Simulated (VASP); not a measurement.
# PbSe (Clausthalite) in VASP: notebook, part 2 of 2

VASP 6.6.1. The steps go on from the part before.

**3. Single point, LDA**

This run uses another cell than the first one, of 51.81 Å³/atom, 1.221 times its volume.

Contents of INCAR:

```
SYSTEM = PbSe
ALGO = Normal
DIPOL = 0.5 0.5 0.500
EDIFF = 1E-6
ENCUT = 400
GGA = CA
GGA_COMPAT = .FALSE.
IDIPOL = 3
ISIF = 2
ISMEAR = -1
LASPH = .TRUE.
LCHARG = .FALSE.
LDIPOL = .TRUE.
LREAL = .FALSE.
LWAVE = .FALSE.
NBANDS = 28
NELM = 120
NELMDL = -8
PREC = Accurate
SIGMA = 0.1
```

Contents of KPOINTS:

```
k-points
0
G
  3 3 1
  0 0 0
```

Contents of POSCAR:

```
PbSe
1.0
    4.3284130000      0.0000000000      0.0000000000
    0.0000000000      4.3284130000      0.0000000000
    0.0000000000      0.0000000000     11.0606501841
Pb Se
2 2
Direct
    0.0000000000      0.0000000000      0.3616423929
    0.5000000000      0.5000000000      0.6383576071
    0.5000000000      0.5000000000      0.3616423929
    0.0000000000      0.0000000000      0.6383576071
```

Potentials or basis: VASP PAW LDA potentials, release 64 (Pb_d, Se).

The run is started by

```sh
$ cat potpaw_LDA.64/Pb_d/POTCAR potpaw_LDA.64/Se/POTCAR > POTCAR
$ mpirun -np 1 vasp_std > vasp.out
```

It took 10 s on 1 thread of AMD EPYC 9R14 (Zen 4), shared host; peak memory 0.15 GiB.

The run converged. Its results:

- Free energy: -18.2010 eV
- Largest force: 0.796 eV/Å
- Band gap on the k mesh: 1.90 eV, direct

Forces in eV/Å, atoms in the order of the input:
```
Pb   0.000  0.000  0.796
Pb   0.000  0.000 -0.796
Se   0.000  0.000  0.500
Se   0.000  0.000 -0.500
```

Levels at points of the mesh, in eV from the valence-band top:
| k point | band 17 | band 18 | band 19 | band 20 | band 21 | band 22 | band 23 | band 24 |
| --- | --- | --- | --- | --- | --- | --- | --- | --- |
| (0.00, 0.00, 0.00) | -2.04 | -1.33 | -1.33 | -0.35 | 2.03 | 3.89 | 4.71 | 4.92 |

Caveat: the k points lie up to 0.48 Å⁻¹ apart; spin-orbit coupling is left out, which moves the levels of the heavy elements.

**4. Single point, LDA**

This run uses another cell than the first one, of 61.17 Å³/atom, 1.441 times its volume.

Contents of INCAR:

```
SYSTEM = PbSe
PREC = Accurate
ENCUT = 400
EDIFF = 1E-6
ISMEAR = -1
SIGMA = 0.1
LREAL = .FALSE.
LASPH = .TRUE.
NELM = 120
ALGO = Normal
ISIF = 2
LWAVE = .FALSE.
LCHARG = .FALSE.
LDIPOL = .TRUE.
IDIPOL = 3
DIPOL = 0.5 0.5 0.500
NBANDS = 28
GGA_COMPAT = .FALSE.
NELMDL = -8
```

Contents of KPOINTS:

```
Automatic mesh
0
G
  3 3 1
  0 0 0
```

Contents of POSCAR:

```
PbSe
1.0
    4.3284130000      0.0000000000      0.0000000000
    0.0000000000      4.3284130000      0.0000000000
    0.0000000000      0.0000000000     13.0606501841
Pb Se
2 2
Direct
    0.0000000000      0.0000000000      0.3828293331
    0.5000000000      0.5000000000      0.6171706669
    0.5000000000      0.5000000000      0.3828293331
    0.0000000000      0.0000000000      0.6171706669
```

Potentials or basis: VASP PAW LDA potentials, release 64 (Pb_d, Se).

The run is started by

```sh
$ cat potpaw_LDA.64/Pb_d/POTCAR potpaw_LDA.64/Se/POTCAR > POTCAR
$ mpirun -np 1 vasp_std > vasp.out
```

OUTCAR:

```text
SYSTEM = PbSe
   PREC = Accurate
   ENCUT = 400
   EDIFF = 1E-6
   ISMEAR = -1
   LREAL = .FALSE.
   LASPH = .TRUE.
   NELM = 120
   ISIF = 2
   NELMDL = -8

 ion  position               nearest neighbor table
   1  0.000  0.000  0.383-   3 3.06   3 3.06   3 3.06   3 3.06   4 3.06
   2  0.500  0.500  0.617-   4 3.06   4 3.06   4 3.06   4 3.06   3 3.06
   3  0.500  0.500  0.383-   1 3.06   1 3.06   1 3.06   1 3.06   2 3.06
   4  0.000  0.000  0.617-   2 3.06   2 3.06   2 3.06   2 3.06   1 3.06

  LATTYP: Found a simple tetragonal cell.
[... 276 lines left out ...]
  --------------------------------------------------------------------------------------
  -------------------------------------------------------------------------------------
  Total       -3.1213924     -3.1213924     -4.0292299      0.0000000      0.0000000      0.0000000
  in kB      -20.4379233    -20.4379233    -26.3821662      0.0000000      0.0000000      0.0000000
  external PRESSURE =     -22.4193376 kB  Pullay stress =       0.0000000 kB

 VOLUME and BASIS-vectors are now :
 -----------------------------------------------------------------------------
  energy-cutoff  :      400.00
  volume of cell :      244.69
      direct lattice vectors                 reciprocal lattice vectors
     4.328413000  0.000000000  0.000000000     0.231031558  0.000000000  0.000000000
     0.000000000  4.328413000  0.000000000     0.000000000  0.231031558  0.000000000
     0.000000000  0.000000000 13.060650184     0.000000000  0.000000000  0.076565867

 POSITION                                       TOTAL-FORCE (eV/Angst)
 -----------------------------------------------------------------------------------
      0.00000      0.00000      5.00000        -0.000000      0.000000      0.800031
      2.16421      2.16421      8.06065         0.000000      0.000000     -0.800031
      2.16421      2.16421      5.00000        -0.000000     -0.000000      0.498806
      0.00000      0.00000      8.06065        -0.000000      0.000000     -0.498806
 -----------------------------------------------------------------------------------
    total drift:                                0.000000     -0.000000     -0.000000

  FREE ENERGIE OF THE ION-ELECTRON SYSTEM (eV)
  ---------------------------------------------------
  free  energy   TOTEN  =       -18.1961013959 eV

  energy  without entropy=      -18.1959218666  energy(sigma->0) =      -18.19601163

 vacuum level on the upper side and lower side of the slab         3.870         3.870
```

OSZICAR:

```text
N       E                     dE             d eps       ncg     rms          rms(c)
DAV:   1     0.361246790308E+03    0.36125E+03   -0.15185E+04   176   0.101E+03
DAV:   2     0.250587721419E+02   -0.33619E+03   -0.32841E+03   184   0.311E+02
DAV:   3    -0.173456764413E+02   -0.42404E+02   -0.41919E+02   224   0.138E+02
[... 13 lines left out ...]
DAV:  17    -0.181960201748E+02   -0.47821E-03   -0.60281E-05   180   0.281E-02    0.851E-03
DAV:  18    -0.181960730385E+02   -0.52864E-04   -0.54507E-06   184   0.888E-03    0.333E-03
DAV:  19    -0.181960993580E+02   -0.26319E-04   -0.36151E-06   152   0.659E-03    0.836E-04
DAV:  20    -0.181961012170E+02   -0.18590E-05   -0.35855E-07   156   0.336E-03    0.458E-04
DAV:  21    -0.181961013959E+02   -0.17892E-06   -0.47982E-08   152   0.124E-03
   1 F= -.18196101E+02 E0= -.18196012E+02  d E =-.179529E-03
```

stdout:

```text
POSCAR found type information on POSCAR PbSe
 POSCAR found :  2 types and       4 ions
 scaLAPACK will be used
 LDA part: xc-table for (Slater(with rela. corr.)+CA(PZ))
 , standard interpolation
 POSCAR, INCAR and KPOINTS ok, starting setup
 FFT: planning ... GRIDC
 FFT: planning ... GRID_SOFT
 FFT: planning ... GRID
 WAVECAR not read
 entering main loop
```

It took 13 s on 1 thread of AMD EPYC 9R14 (Zen 4), shared host; peak memory 0.17 GiB.

Results:

| Quantity | Value |
| --- | --- |
| Free energy | -18.1961 eV |
| Largest force | 0.800 eV/Å |
| Band gap on the k mesh | 1.86 eV, direct |

Forces in eV/Å, atoms in the order of the input:
```
Pb   0.000  0.000  0.800
Pb   0.000  0.000 -0.800
Se   0.000  0.000  0.499
Se   0.000  0.000 -0.499
```

Caveat: the k points lie up to 0.48 Å⁻¹ apart; spin-orbit coupling is left out, which moves the levels of the heavy elements.

**5. Single point, LDA**

This run uses another cell than the first one, of 75.22 Å³/atom, 1.773 times its volume.

Contents of INCAR:

```
  PREC = Accurate
  ENCUT = 400
  EDIFF = 1E-6
  ISMEAR = -1
  SIGMA = 0.1
  LREAL = False
  LASPH = True
  NELM = 120
  ALGO = Normal
  ISIF = 2
  LWAVE = False
  LCHARG = False
  LDIPOL = True
  IDIPOL = 3
  DIPOL = 0.5 0.5 0.500
  GGA = CA
  NBANDS = 28
  GGA_COMPAT = False
  NELMDL = -8
```

Contents of KPOINTS:

```
regular mesh
0
Gamma
  3 3 1
```

Contents of POSCAR:

```
PbSe
1.0
    4.3284130000      0.0000000000      0.0000000000
    0.0000000000      4.3284130000      0.0000000000
    0.0000000000      0.0000000000     16.0606501841
Pb Se
2 2
Direct
    0.0000000000      0.0000000000      0.4047158693
    0.5000000000      0.5000000000      0.5952841307
    0.5000000000      0.5000000000      0.4047158693
    0.0000000000      0.0000000000      0.5952841307
```

The run is started by

```sh
$ cat potpaw_LDA.64/Pb_d/POTCAR potpaw_LDA.64/Se/POTCAR > POTCAR
$ mpirun -np 1 vasp_std > vasp.out
```

Wall time 16 s (1 thread of AMD EPYC 9R14 (Zen 4), shared host); peak memory 0.19 GiB.

The run converged. Its results:

```yaml
Free_energy: -18.1967 eV
Largest_force: 0.800 eV/Å
Band_gap_on_the_k_mesh: 1.86 eV, direct
```

Forces on the atoms (eV/Å):
```
Pb   0.000  0.000  0.800
Pb   0.000  0.000 -0.800
Se   0.000  0.000  0.498
Se   0.000  0.000 -0.498
```

Levels at points of the mesh, in eV from the valence-band top:
```csv
k point,band 18,band 19,band 20,band 21,band 22,band 23
"(0.00, 0.00, 0.00)",-1.33,-1.33,-0.36,1.95,4.13,4.70
```

Caveat: the k points lie up to 0.48 Å⁻¹ apart; spin-orbit coupling is left out, which moves the levels of the heavy elements.

**6. Single point, LDA**

This run uses another cell than the first one, of 89.28 Å³/atom, 2.104 times its volume.

Contents of INCAR:

```
SYSTEM = PbSe
PREC = Accurate
ENCUT = 400
EDIFF = 1E-6
ISMEAR = -1
SIGMA = 0.1
LREAL = .FALSE.
LASPH = .TRUE.
NELM = 120
ALGO = Normal
ISIF = 2
LWAVE = .FALSE.
LCHARG = .FALSE.
LDIPOL = .TRUE.
IDIPOL = 3
DIPOL = 0.5 0.5 0.500
GGA = CA
NBANDS = 28
GGA_COMPAT = .FALSE.
NELMDL = -8
```

Contents of KPOINTS:

```
regular mesh
0
G
  3 3 1
  0 0 0
```

Contents of POSCAR:

```
PbSe
1.0
    4.3284130000      0.0000000000      0.0000000000
    0.0000000000      4.3284130000      0.0000000000
    0.0000000000      0.0000000000     19.0606501841
Pb Se
2 2
Direct
    0.0000000000      0.0000000000      0.4197128599
    0.5000000000      0.5000000000      0.5802871401
    0.5000000000      0.5000000000      0.4197128599
    0.0000000000      0.0000000000      0.5802871401
```

Potentials or basis: VASP PAW LDA potentials, release 64 (Pb_d, Se).

The run is started by

```sh
$ cat potpaw_LDA.64/Pb_d/POTCAR potpaw_LDA.64/Se/POTCAR > POTCAR
$ mpirun -np 1 vasp_std > vasp.out
```

Run time: 20 s. Hardware: 1 thread of AMD EPYC 9R14 (Zen 4), shared host; peak memory 0.21 GiB.

Results (log left out):

```yaml
Free_energy: -18.1972 eV
Largest_force: 0.802 eV/Å
Band_gap_on_the_k_mesh: 1.86 eV, direct
```

Forces in eV/Å, atoms in the order of the input:
```
Pb   0.000  0.000  0.802
Pb   0.000  0.000 -0.802
Se   0.000  0.000  0.499
Se   0.000  0.000 -0.499
```

Levels at points of the mesh, in eV from the valence-band top:
| k point | band 16 | band 17 | band 18 | band 19 | band 20 | band 21 | band 22 | band 23 | band 24 | band 25 |
| --- | --- | --- | --- | --- | --- | --- | --- | --- | --- | --- |
| (0.00, 0.00, 0.00) | -2.04 | -2.04 | -1.33 | -1.33 | -0.36 | 1.95 | 4.17 | 4.73 | 4.92 | 5.21 |

Caveat: the k points lie up to 0.48 Å⁻¹ apart; spin-orbit coupling is left out, which moves the levels of the heavy elements.

**7. Summary**

| cell | gap on the mesh (eV) | largest force (eV/Å) |
| --- | --- | --- |
| a = 4.328, b = 4.328, c = 9.061 Å, 4 atoms | 2.13 | 0.72 |
| a = 4.328, b = 4.328, c = 11.061 Å, 4 atoms | 1.90 | 0.80 |
| a = 4.328, b = 4.328, c = 13.061 Å, 4 atoms | 1.86 | 0.80 |
| a = 4.328, b = 4.328, c = 16.061 Å, 4 atoms | 1.86 | 0.80 |
| a = 4.328, b = 4.328, c = 19.061 Å, 4 atoms | 1.86 | 0.80 |

Alike in all rows: task single point; level LDA; potentials or basis VASP PAW LDA potentials, release 64 (Pb_d, Se); no spin polarisation; k mesh 3 × 3 × 1; cutoff (eV) 400; smearing fermi-dirac 0.1 eV.

Caveats: all runs use coarse meshes; spin-orbit coupling is left out, which moves the levels of the heavy elements.

Total energies depend on the potentials used, so only differences within one code and one set of settings carry meaning.
